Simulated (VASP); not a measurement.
# K3Be (P-6m2) in VASP: single point with PBE

Aim: the single point of K3Be with PBE.

All numbers are computed with VASP 6.6.1; they aren't measurements. Logs are shortened: lines on timing, memory, paths and dates and some standing lists are left out, and cuts for length are marked.

## Step 1: The cell of the first run

Symmetry: P-6m2, No. 187, hexagonal system. Conventional cell: a = 4.576 Å, b = 4.576 Å, c = 12.218 Å, α = 90.00°, β = 90.00°, γ = 120.00°. K (site symmetry 3m) has 3 Be at 3.40 Å and 10 K at 4.30 to 4.76 Å within 4.8 Å. Be (site symmetry -6m2) has 6 K at 3.40 Å and 6 Be at 4.58 Å within 4.6 Å.

## Step 2: Single point, PBE

The input, INCAR:

```
PREC     = Accurate       # precision mode
ENCUT    = 520            # plane-wave cutoff, eV
EDIFF    = 1E-7           # SCF threshold, eV
ISMEAR   = 0              # smearing method
SIGMA    = 0.1            # smearing width, eV
LREAL    = False          # projectors in reciprocal space
LASPH    = True           # aspherical terms in the spheres
NELM     = 100            # most SCF steps
ALGO     = Fast           # electronic algorithm
ISIF     = 2              # what is computed and relaxed
LWAVE    = False          # write WAVECAR
LCHARG   = False          # write CHGCAR
GGA      = PE             # functional
NBANDS   = 22             # bands
```

The input, KPOINTS:

```
Automatic mesh
0
Gamma
  12 12 4
```

The input, POSCAR:

```
K3Be
1.0
    4.5756103768      0.0000000000      0.0000000000
   -2.2878051884      3.9625948241      0.0000000000
    0.0000000000      0.0000000000     12.2175833985
K Be
3 1
Direct
    0.0000000000      0.0000000000      0.8241995150
    0.0000000000      0.0000000000      0.1758004850
    0.3333333333      0.6666666667      0.5000000000
    0.3333333333      0.6666666667      0.0000000000
```

Potentials or basis: VASP PAW PBE potentials, release 64 (K_sv, Be).

Launch:

```console
$ cat potpaw_PBE.64/K_sv/POTCAR potpaw_PBE.64/Be/POTCAR > POTCAR
$ mpirun -np 1 vasp_std > vasp.out
```

OUTCAR:

```text
PREC = Accurate
   ENCUT = 520
   EDIFF = 1E-7
   ISMEAR = 0
   LREAL = False
   LASPH = True
   NELM = 100
   ISIF = 2
   GGA = PE

 ion  position               nearest neighbor table
   1  0.000  0.000  0.824-
   2  0.000  0.000  0.176-
   3  0.333  0.667  0.500-
   4  0.333  0.667  0.000-

  LATTYP: Found a hexagonal cell.
 ALAT       =     4.5756103768
 C/A-ratio  =     2.6701537920

  Lattice vectors:

 A1 = (   4.5756103768,   0.0000000000,   0.0000000000)
 A2 = (  -2.2878051884,   3.9625948241,   0.0000000000)
 A3 = (   0.0000000000,   0.0000000000,  12.2175833985)

Analysis of symmetry for initial positions (statically):
=====================================================================
 Subroutine PRICEL returns:
 Original cell was already a primitive cell.

 Routine SETGRP: Setting up the symmetry group for a
 hexagonal supercell.

 Subroutine GETGRP returns: Found 12 space group operations
 (whereof 12 operations were pure point group operations)
 out of a pool of 24 trial point group operations.

The static configuration has the point symmetry D_3h.

Analysis of symmetry for dynamics (positions and initial velocities):
=====================================================================
 Subroutine PRICEL returns:
 Original cell was already a primitive cell.

 Routine SETGRP: Setting up the symmetry group for a
 hexagonal supercell.

 Subroutine GETGRP returns: Found 12 space group operations
 (whereof 12 operations were pure point group operations)
 out of a pool of 24 trial point group operations.

The dynamic configuration has the point symmetry D_3h.

 Subroutine INISYM returns: Found 12 space group operations
 (whereof 12 operations are pure point group operations),
 and found     1 'primitive' translations

----------------------------------------------------------------------------------------

                                     Primitive cell

  volume of cell :     221.5205

  direct lattice vectors                    reciprocal lattice vectors
     4.575610377  0.000000000  0.000000000     0.218550077  0.126179946  0.000000000
    -2.287805188  3.962594824  0.000000000     0.000000000  0.252359892  0.000000000
     0.000000000  0.000000000 12.217583399     0.000000000  0.000000000  0.081849247

  length of vectors
     4.575610377  4.575610377 12.217583399     0.252359892  0.252359892  0.081849247

  position of ions in fractional coordinates (direct lattice)
     0.000000000  0.000000000  0.824199515
     0.000000000  0.000000000  0.175800485
     0.333333333  0.666666667  0.500000000
     0.333333333  0.666666667  0.000000000

  ion indices of the primitive-cell ions
   primitive index   ion index
                 1           1
                 2           2
                 3           3
                 4           4

----------------------------------------------------------------------------------------

 KPOINTS: Automatic mesh

Automatic generation of k-mesh.
 Grid dimensions read from file:
 generate k-points for:   12   12    4

 Generating k-lattice:

  Cartesian coordinates                     Fractional coordinates (reciprocal lattice)
     0.018212506  0.010514995  0.000000000     0.083333333  0.000000000  0.000000000
     0.000000000  0.021029991  0.000000000     0.000000000  0.083333333  0.000000000
     0.000000000  0.000000000  0.020462312     0.000000000  0.000000000  0.250000000

  Length of vectors
     0.021029991  0.021029991  0.020462312

  Shift w.r.t. Gamma in fractional coordinates (k-lattice)
     0.000000000  0.000000000  0.000000000

 Subroutine IBZKPT returns following result:
 ===========================================

 Found     57 irreducible k-points:

 Following reciprocal coordinates:
            Coordinates               Weight
  0.000000  0.000000  0.000000      1.000000
  0.083333  0.000000  0.000000      6.000000
  0.166667  0.000000  0.000000      6.000000
  0.250000  0.000000  0.000000      6.000000
  0.333333  0.000000  0.000000      6.000000
  0.416667  0.000000  0.000000      6.000000
[... 16 lines left out ...]
  0.250000  0.000000  0.250000     12.000000
  0.333333  0.000000  0.250000     12.000000
 [... further k-points ...]
   k-points           NKPTS =     57   k-points in BZ     NKDIM =     57   number of bands    NBANDS=     22
   number of dos      NEDOS =    301   number of ions     NIONS =      4
   total plane-waves  NPLWV = 124416
   dimension x,y,z NGX =    36 NGY =   36 NGZ =   96
   dimension x,y,z NGXF=    72 NGYF=   72 NGZF=  192
   ions per type =               3   1
   NGX,Y,Z   is equivalent  to a cutoff of  13.08, 13.08, 13.06 a.u.
   NGXF,Y,Z  is equivalent  to a cutoff of  26.16, 26.16, 26.13 a.u.
 SYSTEM =  unknown system
   PREC   = accura    normal or accurate (medium, high low for compatibility)
   ISTART =      0    job   : 0-new  1-cont  2-samecut
   ICHARG =      2    charge: 1-file 2-atom 10-const
   ISPIN  =      1    spin polarized calculation?
   LNONCOLLINEAR =      F non collinear calculations
   LSORBIT =      F    spin-orbit coupling
   LASPH  =      T    aspherical Exc in radial PAW
   ENCUT  =  520.0 eV  38.22 Ry    6.18 a.u.   8.51  8.51 22.72*2*pi/ulx,y,z
   NELM   =    100;   NELMIN=  2; NELMDL= -5     # of ELM steps
   EDIFF  = 0.1E-06   stopping-criterion for ELM
   LREAL  =      F    real-space projection
   EDIFFG = 0.1E-05   stopping-criterion for IOM
   NSW    =      0    number of steps for IOM
   IBRION =     -1    ionic relax: 0-MD 1-quasi-New 2-CG
   NFREE  =      0    steps in history (QN), initial steepest desc. (CG)
   ISIF   =      2    stress and relaxation
   ISYM   =      2    0-nonsym 1-usesym 2-fastsym
   POTIM  = 0.5000    time-step for ionic-motion
   TEBEG  =    0.0;   TEEND  =   0.0 temperature during run
   PSTRESS=    0.0 pullay stress
   NELECT =      29.0000    total number of electrons
   NUPDOWN=      -1.0000    fix difference up-down
   EMIN   =  10.00;   EMAX   =-10.00  energy-range for DOS
   EFERMI =   0.00;   METHOD = LEGACY
   ISMEAR =     0;   SIGMA  =   0.10  broadening in eV -4-tet -1-fermi 0-gaus
   EFERMI_NEDOS =   21; number of points for ismear=-14 and -15
   IALGO  =     68    algorithm
   IMIX   =      4    mixing-type and parameters
     AMIX     =   0.40;   BMIX     =  1.00
     AMIX_MAG =   1.60;   BMIX_MAG =  1.00
  volume/ion in A,a.u.               =      55.38       373.72
  Fermi-wavevector in a.u.,A,eV,Ry     =   0.831259  1.570851  9.401502  0.690991
  Thomas-Fermi vector in A             =   1.944115
   LORBIT       =      0    0 simple, 1 ext, 2 COOP (PROOUT), +10 PAW based schemes
   GGA     = PE    functional components
   LHFCALC =     F    Hartree Fock is set to
   AEXX    =    0.0000 exact exchange contribution
   IVDW    =     0    specifies the selected vdW correction
   LEPSILON=     F    determine dielectric tensor
   LRPA    =     F    only Hartree local field effects (RPA)
 non-spin polarized calculation
 RMM-DIIS sequential band-by-band and
 Gauss-broadening in eV      SIGMA  =   0.10
  energy-cutoff  :      520.00
  volume of cell :      221.52
 maximum number of plane-waves:      6022
 NGX is ok and might be reduce to    36
   NGX = 17   NGY = 17   NGZ = 45

 number of electron      29.0000002 magnetization

 Free energy of the ion-electron system (eV)
  ---------------------------------------------------
  ext. energy  EPLUGINS =         0.00000000
  ---------------------------------------------------
  free energy    TOTEN  =        -4.32100367 eV

  energy without entropy =       -4.30366967  energy(sigma->0) =       -4.31233667

 E-fermi :  -0.0270     XC(G=0):  -6.0328

 val. band max:       -0.0367104181   @ k =   0.1667   0.0833   0.5000
 cond. band min:      -0.0217782317   @ k =   0.2500   0.2500   0.5000
 fundamental gap:      0.0149321865
 Fermi energy:        -0.0269819540

 k-point     1 :       0.0000    0.0000    0.0000
  band No.  band energies     occupation
      1     -32.1914      2.00000
      2     -31.5445      2.00000
      3     -31.5422      2.00000
      4     -15.6812      2.00000
      5     -15.6407      2.00000
      6     -15.6407      2.00000
[... 14 lines left out ...]
     21       4.6200      0.00000
     22       4.6383      0.00000

 k-point     2 :       0.0833    0.0000    0.0000
  band No.  band energies     occupation
      1     -32.1912      2.00000
      2     -31.5442      2.00000
      3     -31.5420      2.00000
      4     -15.6805      2.00000
      5     -15.6453      2.00000
      6     -15.6418      2.00000
[... 14 lines left out ...]
     21       4.0576      0.00000
     22       4.3049      0.00000

 k-point     3 :       0.1667    0.0000    0.0000
  band No.  band energies     occupation
      1     -32.1905      2.00000
      2     -31.5435      2.00000
      3     -31.5413      2.00000
      4     -15.6787      2.00000
      5     -15.6577      2.00000
      6     -15.6447      2.00000
[... 14 lines left out ...]
     21       3.8286      0.00000
     22       3.8294      0.00000

 k-point     4 :       0.2500    0.0000    0.0000
  band No.  band energies     occupation
      1     -32.1896      2.00000
      2     -31.5425      2.00000
      3     -31.5403      2.00000
      4     -15.6763      2.00000
      5     -15.6745      2.00000
      6     -15.6488      2.00000
[... 14 lines left out ...]
     21       3.3266      0.00000
     22       3.6218      0.00000

 k-point     5 :       0.3333    0.0000    0.0000
  band No.  band energies     occupation
      1     -32.1887      2.00000
      2     -31.5416      2.00000
      3     -31.5394      2.00000
      4     -15.6912      2.00000
      5     -15.6738      2.00000
      6     -15.6528      2.00000
[... 14 lines left out ...]
     21       2.8131      0.00000
     22       3.3769      0.00000

 k-point     6 :       0.4167    0.0000    0.0000
  band No.  band energies     occupation
      1     -32.1880      2.00000
      2     -31.5409      2.00000
      3     -31.5387      2.00000
      4     -15.7034      2.00000
      5     -15.6720      2.00000
      6     -15.6557      2.00000
[... 14 lines left out ...]
     21       2.4742      0.00000
     22       3.2049      0.00000

 k-point     7 :       0.5000    0.0000    0.0000
  band No.  band energies     occupation
      1     -32.1877      2.00000
      2     -31.5406      2.00000
      3     -31.5384      2.00000
      4     -15.7078      2.00000
      5     -15.6714      2.00000
      6     -15.6568      2.00000
[... 324 lines left out ...]
      6     -15.6407      2.00000
[... 14 lines left out ...]
     21       4.2568      0.00000
     22       4.8059      0.00000

 k-point    21 :       0.0833    0.0000    0.2500
  band No.  band energies     occupation
      1     -32.1912      2.00000
      2     -31.5442      2.00000
      3     -31.5420      2.00000
      4     -15.6806      2.00000
      5     -15.6453      2.00000
      6     -15.6418      2.00000
[... 14 lines left out ...]
     21       3.9880      0.00000
     22       4.4166      0.00000

 k-point    22 :       0.1667    0.0000    0.2500
  band No.  band energies     occupation
      1     -32.1905      2.00000
      2     -31.5435      2.00000
      3     -31.5413      2.00000
      4     -15.6788      2.00000
      5     -15.6577      2.00000
      6     -15.6447      2.00000
[... 14 lines left out ...]
     21       3.4577      0.00000
     22       3.9306      0.00000

 k-point    23 :       0.2500    0.0000    0.2500
  band No.  band energies     occupation
      1     -32.1896      2.00000
      2     -31.5425      2.00000
      3     -31.5403      2.00000
      4     -15.6763      2.00000
      5     -15.6745      2.00000
      6     -15.6488      2.00000
[... 14 lines left out ...]
     21       3.3754      0.00000
     22       3.6162      0.00000

 k-point    24 :       0.3333    0.0000    0.2500
  band No.  band energies     occupation
      1     -32.1887      2.00000
      2     -31.5416      2.00000
      3     -31.5394      2.00000
      4     -15.6912      2.00000
      5     -15.6738      2.00000
      6     -15.6528      2.00000
[... 14 lines left out ...]
     21       2.9137      0.00000
     22       3.2316      0.00000

 [... further k-points ...]

------------------------ aborting loop because EDIFF is reached ----------------------------------------

  FORCE on cell =-STRESS in cart. coord.  units (eV):
  Direction    XX          YY          ZZ          XY          YZ          ZX
  --------------------------------------------------------------------------------------
  -------------------------------------------------------------------------------------
  Total       -0.0142853     -0.0142853     -0.0157114      0.0000000      0.0000000      0.0000000
  in kB       -0.1033207     -0.1033207     -0.1136349      0.0000000      0.0000000      0.0000000
  external PRESSURE =      -0.1067588 kB  Pullay stress =       0.0000000 kB

 VOLUME and BASIS-vectors are now :
 -----------------------------------------------------------------------------
  energy-cutoff  :      520.00
  volume of cell :      221.52
      direct lattice vectors                 reciprocal lattice vectors
     4.575610377  0.000000000  0.000000000     0.218550077  0.126179946  0.000000000
    -2.287805188  3.962594824  0.000000000     0.000000000  0.252359892  0.000000000
     0.000000000  0.000000000 12.217583399     0.000000000  0.000000000  0.081849247

 POSITION                                       TOTAL-FORCE (eV/Angst)
 -----------------------------------------------------------------------------------
      0.00000      0.00000     10.06973         0.000000     -0.000000     -0.001798
      0.00000      0.00000      2.14786         0.000000      0.000000      0.001798
     -0.00000      2.64173      6.10879         0.000000     -0.000000      0.000000
     -0.00000      2.64173      0.00000        -0.000000      0.000000      0.000000
 -----------------------------------------------------------------------------------
    total drift:                                0.000000     -0.000000     -0.000000

  FREE ENERGIE OF THE ION-ELECTRON SYSTEM (eV)
  ---------------------------------------------------
  free  energy   TOTEN  =        -4.3210036679 eV

  energy  without entropy=       -4.3036696686  energy(sigma->0) =       -4.31233667
```

Wall time 24 min (1 thread of Oxide Virtual Turin-like, shared host); peak memory 0.46 GiB.

Results:

| Quantity | Value |
| --- | --- |
| Free energy | -4.3210 eV |
| Pressure | 0.0 GPa |
| Band gap on the k mesh | zero (an odd number of electrons rules out a gap without spin polarisation) |
